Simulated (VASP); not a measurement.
# Al8N7 (a cell with a defect) in VASP: further runs

Runs on Al8N7 (a cell with a defect). Level: PBE. Tasks: relaxation of the atoms.

All numbers are computed with VASP 6.6.1; they aren't measurements. Logs are shortened: lines on timing, memory, paths and dates and some standing lists are left out, and cuts for length are marked.

### 1 The cell of the first run

The cell holds a defect, 15 atoms: a = 6.227 Å, b = 6.227 Å, c = 6.227 Å, α = 60.00°, β = 60.00°, γ = 60.00°.

### 2 Relaxation of the atoms, PBE, collinear spin (atoms taken out)

The input, INCAR:

```
ALGO     = Normal         # electronic algorithm
EDIFF    = 1E-6           # SCF threshold, eV
EDIFFG   = -0.025         # ionic threshold
ENCUT    = 520            # plane-wave cutoff, eV
GGA      = PE             # functional
IBRION   = 2              # ionic algorithm
ISIF     = 2              # what is computed and relaxed
ISMEAR   = 0              # smearing method
ISPIN    = 2              # spin polarisation
KPAR     = 4            
LASPH    = T              # aspherical terms in the spheres
LCHARG   = F              # write CHGCAR
LORBIT   = 11             # projections on sites
LREAL    = Auto         
LWAVE    = F              # write WAVECAR
MAGMOM   = 0.25 0 0 0 0.25 0.25 0.25 0 0 0 0 0 0 0 0 # initial moments
NELECT   = 57.0         
NELM     = 150            # most SCF steps
NSW      = 65             # ionic steps
PREC     = Accurate       # precision mode
SIGMA    = 0.01           # smearing width, eV
```

The input, KPOINTS:

```
k-points
0
Gamma
  4 4 4
```

The input, POSCAR:

```
Al8N7
1.0
    0.0000000000      4.4031742015     -4.4031742015
    4.4031742015      4.4031742015      0.0000000000
    4.4031742015      0.0000000000     -4.4031742015
Al N
8 7
Direct
   -0.0036361708     -0.0036361708      0.5109085123
   -0.0027801342      0.5009267114      0.5009267114
    0.5009267114     -0.0027801342      0.5009267114
    0.5009267114      0.5009267114      0.5009267114
   -0.0036361708     -0.0036361708      0.9963638292
   -0.0036361708      0.5109085123      0.9963638292
    0.5109085123     -0.0036361708      0.9963638292
    0.5009267114      0.5009267114      0.9972198658
    0.1259101158      0.6240898842      0.1259101158
    0.6240898842      0.1259101158      0.1259101158
    0.6240898842      0.6240898842      0.1259101158
    0.1259101158      0.1259101158      0.6240898842
    0.1259101158      0.6240898842      0.6240898842
    0.6240898842      0.1259101158      0.6240898842
    0.6250000000      0.6250000000      0.6250000000
```

Potentials or basis: VASP PAW PBE potentials, release 64 (Al, N).

Started as:

```sh
$ cat potpaw_PBE.64/Al/POTCAR potpaw_PBE.64/N/POTCAR > POTCAR
$ mpirun -np 4 vasp_std > vasp.out
```

OUTCAR:

```text
EDIFF = 1E-6
   EDIFFG = -0.025
   ENCUT = 520
   GGA = PE
   IBRION = 2
   ISIF = 2
   ISMEAR = 0
   ISPIN = 2
   LASPH = T
   LORBIT = 11
   LREAL = Auto
   NELECT = 57.0
   NELM = 150
   NSW = 65
   PREC = Accurate

 ion  position               nearest neighbor table
   1  0.996  0.996  0.511-  13 1.89  14 1.89  12 1.89   5 3.02   6 3.02   7 3.02   2 3.11   3 3.11
                             4 3.11   4 3.11   2 3.11   3 3.11   7 3.20   6 3.20   5 3.20
   2  0.997  0.501  0.501-  15 1.89  12 1.91   9 1.91  13 1.91   4 3.09   8 3.09   3 3.09   1 3.11
                             6 3.11   5 3.11   5 3.11   1 3.11   6 3.11   8 3.14   3 3.14   4 3.14
   3  0.501  0.997  0.501-  15 1.89  12 1.91  10 1.91  14 1.91   4 3.09   8 3.09   2 3.09   7 3.11
                             1 3.11   5 3.11   5 3.11   1 3.11   7 3.11   2 3.14   8 3.14   4 3.14
   4  0.501  0.501  0.501-  15 1.89  13 1.91  14 1.91  11 1.91   3 3.09   8 3.09   2 3.09   6 3.11
                             7 3.11   1 3.11   7 3.11   1 3.11   6 3.11   3 3.14   2 3.14   8 3.14
   5  0.996  0.996  0.996-   9 1.89  10 1.89  12 1.89   1 3.02   6 3.02   7 3.02   8 3.11   2 3.11
                             8 3.11   2 3.11   3 3.11   3 3.11   1 3.20   6 3.20   7 3.20
   6  0.996  0.511  0.996-  11 1.89  13 1.89   9 1.89   1 3.02   5 3.02   7 3.02   8 3.11   2 3.11
                             4 3.11   4 3.11   2 3.11   8 3.11   7 3.20   1 3.20   5 3.20
   7  0.511  0.996  0.996-  11 1.89  14 1.89  10 1.89   1 3.02   5 3.02   6 3.02   8 3.11   3 3.11
                             4 3.11   4 3.11   8 3.11   3 3.11   6 3.20   1 3.20   5 3.20
   8  0.501  0.501  0.997-  15 1.89  10 1.91   9 1.91  11 1.91   3 3.09   4 3.09   2 3.09   7 3.11
                             6 3.11   5 3.11   5 3.11   7 3.11   6 3.11   2 3.14   4 3.14   3 3.14
   9  0.126  0.624  0.126-   5 1.89   6 1.89   2 1.91   8 1.91
  10  0.624  0.126  0.126-   5 1.89   7 1.89   8 1.91   3 1.91
  11  0.624  0.624  0.126-   6 1.89   7 1.89   4 1.91   8 1.91
  12  0.126  0.126  0.624-   5 1.89   1 1.89   2 1.91   3 1.91
  13  0.126  0.624  0.624-   6 1.89   1 1.89   4 1.91   2 1.91
  14  0.624  0.126  0.624-   1 1.89   7 1.89   4 1.91   3 1.91
  15  0.625  0.625  0.625-   2 1.89   3 1.89   8 1.89   4 1.89

  LATTYP: Found a face centered cubic cell.
 ALAT       =     8.8063484030

  Lattice vectors:

 A1 = (   0.0000000000,   4.4031742015,  -4.4031742015)
 A2 = (   4.4031742015,   4.4031742015,   0.0000000000)
 A3 = (   4.4031742015,   0.0000000000,  -4.4031742015)

Analysis of symmetry for initial positions (statically):
=====================================================================
 Subroutine PRICEL returns:
 Original cell was already a primitive cell.

 Routine SETGRP: Setting up the symmetry group for a
 face centered cubic supercell.

 Subroutine GETGRP returns: Found 24 space group operations
 (whereof  6 operations were pure point group operations)
 out of a pool of 48 trial point group operations.

The static configuration has the point symmetry C_3v.
 The point group associated with its full space group is T_d .

Analysis of symmetry for dynamics (positions and initial velocities):
=====================================================================
 Subroutine PRICEL returns:
 Original cell was already a primitive cell.

 Routine SETGRP: Setting up the symmetry group for a
 face centered cubic supercell.

 Subroutine GETGRP returns: Found 24 space group operations
 (whereof  6 operations were pure point group operations)
 out of a pool of 48 trial point group operations.

The dynamic configuration has the point symmetry C_3v.
 The point group associated with its full space group is T_d .

Analysis of structural, dynamic, and magnetic symmetry:
=====================================================================
 Subroutine PRICEL returns:
 Original cell was already a primitive cell.

 Routine SETGRP: Setting up the symmetry group for a
 face centered cubic supercell.

 Subroutine GETGRP returns: Found 24 space group operations
 (whereof  6 operations were pure point group operations)
 out of a pool of 48 trial point group operations.

The overall configuration has the point symmetry C_3v.
 The point group associated with its full space group is T_d .

 Subroutine INISYM returns: Found 24 space group operations
 (whereof  6 operations are pure point group operations),
 and found     1 'primitive' translations

----------------------------------------------------------------------------------------

                                     Primitive cell

  volume of cell :     170.7370

  direct lattice vectors                    reciprocal lattice vectors
[... 85 lines left out ...]
   NGXF,Y,Z  is equivalent  to a cutoff of  25.63, 25.63, 25.63 a.u.
 SYSTEM =  unknown system
   PREC   = accura    normal or accurate (medium, high low for compatibility)
   ISTART =      0    job   : 0-new  1-cont  2-samecut
   ICHARG =      2    charge: 1-file 2-atom 10-const
   ISPIN  =      2    spin polarized calculation?
   LNONCOLLINEAR =      F non collinear calculations
   LSORBIT =      F    spin-orbit coupling
   LASPH  =      T    aspherical Exc in radial PAW
   ENCUT  =  520.0 eV  38.22 Ry    6.18 a.u.  11.58 11.58 11.58*2*pi/ulx,y,z
   NELM   =    150;   NELMIN=  2; NELMDL= -5     # of ELM steps
   EDIFF  = 0.1E-05   stopping-criterion for ELM
   LREAL  =      T    real-space projection
   EDIFFG = -.3E-01   stopping-criterion for IOM
   NSW    =     65    number of steps for IOM
   IBRION =      2    ionic relax: 0-MD 1-quasi-New 2-CG
   NFREE  =      1    steps in history (QN), initial steepest desc. (CG)
   ISIF   =      2    stress and relaxation
   ISYM   =      2    0-nonsym 1-usesym 2-fastsym
   POTIM  = 0.5000    time-step for ionic-motion
   TEBEG  =    0.0;   TEEND  =   0.0 temperature during run
   PSTRESS=    0.0 pullay stress
   NELECT =      57.0000    total number of electrons
   NUPDOWN=      -1.0000    fix difference up-down
   EMIN   =  10.00;   EMAX   =-10.00  energy-range for DOS
   EFERMI =   0.00;   METHOD = LEGACY
   ISMEAR =     0;   SIGMA  =   0.01  broadening in eV -4-tet -1-fermi 0-gaus
   EFERMI_NEDOS =   21; number of points for ismear=-14 and -15
   IALGO  =     38    algorithm
   IMIX   =      4    mixing-type and parameters
     AMIX     =   0.40;   BMIX     =  1.00
     AMIX_MAG =   1.60;   BMIX_MAG =  1.00
  volume/ion in A,a.u.               =      11.38        76.81
  Fermi-wavevector in a.u.,A,eV,Ry     =   1.135683  2.146130 17.548476  1.289777
  Thomas-Fermi vector in A             =   2.272388
   LORBIT       =     11    0 simple, 1 ext, 2 COOP (PROOUT), +10 PAW based schemes
   GGA     = PE    functional components
   LHFCALC =     F    Hartree Fock is set to
   AEXX    =    0.0000 exact exchange contribution
   IVDW    =     0    specifies the selected vdW correction
   LEPSILON=     F    determine dielectric tensor
   LRPA    =     F    only Hartree local field effects (RPA)
 conjugate gradient relaxation of ions
 spin polarized calculation
 Gauss-broadening in eV      SIGMA  =   0.01
  energy-cutoff  :      520.00
  volume of cell :      170.74
 maximum number of plane-waves:      4645
 NGX is ok and might be reduce to    48
   NGX = 23   NGY = 23   NGZ = 23

--------------------------------------- Ionic step        1  -------------------------------------------

 number of electron      57.0000006 magnetization       0.0343053

 Free energy of the ion-electron system (eV)
  ---------------------------------------------------
  ext. energy  EPLUGINS =         0.00000000
  ---------------------------------------------------
  free energy    TOTEN  =      -119.67486919 eV

  energy without entropy =     -119.67439118  energy(sigma->0) =     -119.67463018

------------------------ aborting loop because EDIFF is reached ----------------------------------------

  FORCE on cell =-STRESS in cart. coord.  units (eV):
  Direction    XX          YY          ZZ          XY          YZ          ZX
  --------------------------------------------------------------------------------------
  -------------------------------------------------------------------------------------
  Total      -19.7720436    -19.7720436    -19.7720436      0.0000000     -0.0000000     -0.0000000
  in kB     -185.5387147   -185.5387147   -185.5387147      0.0000000     -0.0000000     -0.0000000
  external PRESSURE =    -185.5387147 kB  Pullay stress =       0.0000000 kB
[... 281 lines left out ...]
--------------------------------------- Ionic step        7  -------------------------------------------

 number of electron      57.0000005 magnetization       0.0312500

 Free energy of the ion-electron system (eV)
  ---------------------------------------------------
  ext. energy  EPLUGINS =         0.00000000
  ---------------------------------------------------
  free energy    TOTEN  =      -120.06593391 eV

  energy without entropy =     -120.06552738  energy(sigma->0) =     -120.06573065

 E-fermi :   6.2935     XC(G=0): -10.4126

 val. band max:        6.1235847679   @ k =   0.5000   0.0000   0.0000
 cond. band min:       6.3033104768   @ k =   0.5000   0.2500   0.0000
 fundamental gap:      0.1797257089
 Fermi energy:         6.2935312315

 spin component 1

 k-point     1 :       0.0000    0.0000    0.0000
  band No.  band energies     occupation
      1      -9.2286      1.00000
      2      -7.5669      1.00000
      3      -7.5669      1.00000
      4      -7.5669      1.00000
      5      -6.9646      1.00000
      6      -6.9646      1.00000
[... 309 lines left out ...]
     36      12.5727      0.00000
     37      13.4794      0.00000
 Fermi energy:         6.2935312315

 spin component 2

 k-point     1 :       0.0000    0.0000    0.0000
  band No.  band energies     occupation
      1      -9.2270      1.00000
      2      -7.5651      1.00000
      3      -7.5651      1.00000
      4      -7.5651      1.00000
      5      -6.9627      1.00000
      6      -6.9627      1.00000
[... 351 lines left out ...]
  FREE ENERGIE OF THE ION-ELECTRON SYSTEM (eV)
  ---------------------------------------------------
  free  energy   TOTEN  =      -120.0659339132 eV

  energy  without entropy=     -120.0655273812  energy(sigma->0) =     -120.06573065

 reached required accuracy - stopping structural energy minimisation

 total charge

# of ion       s       p       d       tot
------------------------------------------
    1        0.376   0.393   0.000   0.769
    2        0.353   0.416   0.000   0.769
    3        0.353   0.416   0.000   0.769
    4        0.353   0.416   0.000   0.769
    5        0.376   0.393   0.000   0.769
    6        0.376   0.393   0.000   0.769
    7        0.376   0.393   0.000   0.769
    8        0.353   0.416   0.000   0.769
    9        1.229   2.583   0.000   3.811
   10        1.229   2.583   0.000   3.811
   11        1.229   2.583   0.000   3.811
   12        1.229   2.583   0.000   3.811
   13        1.229   2.583   0.000   3.811
   14        1.229   2.583   0.000   3.811
   15        1.220   2.618   0.000   3.838
--------------------------------------------------
tot         11.510  21.348   0.000  32.858

 magnetization (x)

# of ion       s       p       d       tot
------------------------------------------
    1        0.000   0.001   0.000   0.001
    2       -0.000  -0.000   0.000  -0.000
    3       -0.000  -0.000   0.000  -0.000
    4       -0.000  -0.000   0.000  -0.000
    5        0.000   0.001   0.000   0.001
    6        0.000   0.001   0.000   0.001
    7        0.000   0.001   0.000   0.001
    8       -0.000  -0.000   0.000  -0.000
    9        0.000   0.001   0.000   0.001
   10        0.000   0.001   0.000   0.001
   11        0.000   0.001   0.000   0.001
   12        0.000   0.001   0.000   0.001
   13        0.000   0.001   0.000   0.001
   14        0.000   0.001   0.000   0.001
   15       -0.000  -0.000   0.000  -0.000
--------------------------------------------------
tot          0.001   0.009   0.000   0.010
```

Run time: 7 min. Hardware: 4 MPI ranks of AMD EPYC 7R43 (Zen 3), shared host; peak memory 0.42 GiB.

What came out:

* Free energy: -120.0659 eV
* Energy gained by relaxing: 26.1 meV/atom
* Ionic steps: 7
* Net moment: 0.03 μB per cell
* Valence electrons inside the program's atomic spheres: Al 0.77; N 3.81, 3.84 (each value once)

Forces in eV/Å, atoms in the order of the input:
```
Al  -0.001  0.001  0.001
Al  -0.001  0.001 -0.001
Al   0.001  0.001  0.001
Al  -0.001 -0.001  0.001
Al   0.001  0.001 -0.001
Al  -0.001 -0.001 -0.001
Al   0.001 -0.001  0.001
Al   0.001 -0.001 -0.001
N    0.000  0.000 -0.003
N    0.003  0.000  0.000
N    0.000 -0.003  0.000
N    0.000  0.003  0.000
N   -0.003  0.000  0.000
N    0.000  0.000  0.003
N    0.000  0.000  0.000
```

Step by step:
```tsv
step	energy change (eV)	largest force (eV/Å)	pressure (GPa)
1	0.0000	1.8084	-18.55
2	-0.3852	0.2466	-16.29
3	-0.3906	0.0657	-15.98
4	-0.3904	0.0749	-15.93
5	-0.3907	0.0502	-15.88
6	-0.3909	0.0394	-15.89
7	-0.3911	0.0025	-15.94
```

Final structure:
```
Al N
1.0
     0.00000    4.40317   -4.40317
     4.40317    4.40317    0.00000
     4.40317    0.00000   -4.40317
Al N
8 7
Direct
  0.98987 0.98987 0.53039
  0.99450 0.50183 0.50183
  0.50183 0.99450 0.50183
  0.50183 0.50183 0.50183
  0.98987 0.98987 0.98987
  0.98987 0.53039 0.98987
  0.53039 0.98987 0.98987
  0.50183 0.50183 0.99450
  0.12691 0.62309 0.12691
  0.62309 0.12691 0.12691
  0.62309 0.62309 0.12691
  0.12691 0.12691 0.62309
  0.12691 0.62309 0.62309
  0.62309 0.12691 0.62309
  0.62500 0.62500 0.62500
```

Levels at points of the mesh, in eV from the Fermi level:
Spin up:
```
           k point  band 27  band 28  band 29  band 30  band 31  band 32
(0.00, 0.00, 0.00)    -0.91    -0.91    -0.91     1.94     2.99     2.99
(0.50, 0.00, 0.00)    -1.05    -1.05    -0.20     2.32     3.75     4.03
(0.50, 0.50, 0.00)    -1.38    -1.38     0.40     1.94     3.99     3.99
```
Spin down:
```csv
k point,band 25,band 26,band 27,band 28,band 29,band 30,band 31,band 32,band 33,band 34
"(0.00, 0.00, 0.00)",-1.39,-1.39,-0.91,-0.91,-0.91,1.94,3.00,3.00,4.71,5.43
"(0.50, 0.00, 0.00)",-1.68,-1.68,-1.05,-1.05,-0.17,2.33,3.76,4.04,4.04,5.53
"(0.50, 0.50, 0.00)",-1.65,-1.43,-1.38,-1.38,0.43,1.95,4.01,4.01,4.03,5.58
```

Caveat: the cell carries a net charge on a neutralising background, which shifts energy and pressure; the cell differs from its parent crystal (atoms taken out); the cell is charged against a uniform background, so pressure and absolute levels hang on convention.

### 3 Relaxation of the atoms, PBE, collinear spin (atoms taken out)

The input, INCAR:

```
SYSTEM = Al8N7
ALGO = Normal ; EDIFF = 1E-6
EDIFFG = -0.025 ; ENCUT = 520
GGA = PE ; IBRION = 2
ISIF = 2 ; ISMEAR = 0
ISPIN = 2 ; LASPH = .TRUE.
LCHARG = .FALSE. ; LORBIT = 11
LREAL = Auto ; LWAVE = .FALSE.
MAGMOM = 0.75 0 0 0 0.75 0.75 0.75 0 0 0 0 0 0 0 0 ; NELM = 150
NSW = 65 ; PREC = Accurate
SIGMA = 0.01
```

The input, KPOINTS:

```
k-points
0
G
  2 2 2
  0 0 0
```

The input, POSCAR:

```
Al8N7
1.0
    0.0000000000      4.4031742015     -4.4031742015
    4.4031742015      4.4031742015      0.0000000000
    4.4031742015      0.0000000000     -4.4031742015
Al N
8 7
Direct
    0.0012731717      0.0012731717      0.4961804850
   -0.0016699096      0.5005566365      0.5005566365
    0.5005566365     -0.0016699096      0.5005566365
    0.5005566365      0.5005566365      0.5005566365
    0.0012731717      0.0012731717      1.0012731717
    0.0012731717      0.4961804850      1.0012731717
    0.4961804850      0.0012731717      1.0012731717
    0.5005566365      0.5005566365      0.9983300904
    0.1256915822      0.6243084178      0.1256915822
    0.6243084178      0.1256915822      0.1256915822
    0.6243084178      0.6243084178      0.1256915822
    0.1256915822      0.1256915822      0.6243084178
    0.1256915822      0.6243084178      0.6243084178
    0.6243084178      0.1256915822      0.6243084178
    0.6250000000      0.6250000000      0.6250000000
```

Potentials or basis: VASP PAW PBE potentials, release 64 (Al, N).

Started as:

```sh
$ cat potpaw_PBE.64/Al/POTCAR potpaw_PBE.64/N/POTCAR > POTCAR
$ mpirun -np 1 vasp_std > vasp.out
```

Run time: 3 min. Hardware: 1 thread of Intel Xeon 8259CL, shared host; peak memory 0.39 GiB.

It converged, with:

| Quantity | Value |
| --- | --- |
| Free energy | -105.3007 eV |
| Pressure after relaxing | -0.9 GPa |
| Largest force after relaxing | 0.012 eV/Å |
| Net moment | 0.25 μB per cell |
| Valence electrons inside the program's atomic spheres | Al 0.78, 0.80 (each value once); N 3.83, 3.86 (each value once) |

Forces in eV/Å, atoms in the order of the input:
```
Al   0.007 -0.007 -0.007
Al  -0.004  0.004 -0.004
Al   0.004  0.004  0.004
Al  -0.004 -0.004  0.004
Al  -0.007 -0.007  0.007
Al   0.007  0.007  0.007
Al  -0.007  0.007 -0.007
Al   0.004 -0.004 -0.004
N    0.000  0.000 -0.009
N    0.009  0.000  0.000
N    0.000 -0.009  0.000
N    0.000  0.009  0.000
N   -0.009  0.000  0.000
N    0.000  0.000  0.009
N    0.000  0.000  0.000
```

Final structure:
```
Al N
1.0
     0.00000    4.40317   -4.40317
     4.40317    4.40317    0.00000
     4.40317    0.00000   -4.40317
Al N
8 7
Cartesian
  2.1904 0.0112 -2.1904
  4.4081 6.5999 -6.5999
  6.5999 6.5999 -4.4081
  4.4081 4.4081 -4.4081
  0.0112 0.0112 -0.0112
  2.1904 2.1904 -0.0112
  0.0112 2.1904 -2.1904
  6.5999 4.4081 -6.5999
  3.3024 3.3024 -1.1069
  1.1069 3.3024 -3.3024
  3.3024 5.4979 -3.3024
  3.3024 1.1069 -3.3024
  5.4979 3.3024 -3.3024
  3.3024 3.3024 -5.4979
  5.5040 5.5040 -5.5040
```

Levels at points of the mesh, in eV from the Fermi level:
Spin up:
| k point | band 26 | band 27 | band 28 | band 29 | band 30 | band 31 | band 32 | band 33 |
| --- | --- | --- | --- | --- | --- | --- | --- | --- |
| (0.00, 0.00, 0.00) | -3.22 | -2.89 | -2.89 | -2.89 | 0.47 | 0.47 | 0.84 | 2.40 |
| (0.50, 0.00, 0.00) | -3.43 | -3.02 | -3.02 | -2.63 | 0.00 | 1.64 | 1.64 | 3.00 |
| (0.50, 0.50, 0.00) | -3.50 | -3.33 | -3.27 | -2.08 | -0.47 | 1.64 | 1.64 | 3.15 |
Spin down:
```tsv
k point	band 27	band 28	band 29	band 30	band 31	band 32
(0.00, 0.00, 0.00)	-2.88	-2.88	-2.88	0.55	0.55	0.85
(0.50, 0.00, 0.00)	-3.01	-3.01	-2.55	0.15	1.74	1.74
(0.50, 0.50, 0.00)	-3.32	-3.26	-2.00	-0.32	1.77	1.77
```

Caveat: the k points lie up to 0.62 Å⁻¹ apart; the cell differs from its parent crystal (atoms taken out); the relaxation stopped at its first step, so nothing moved.
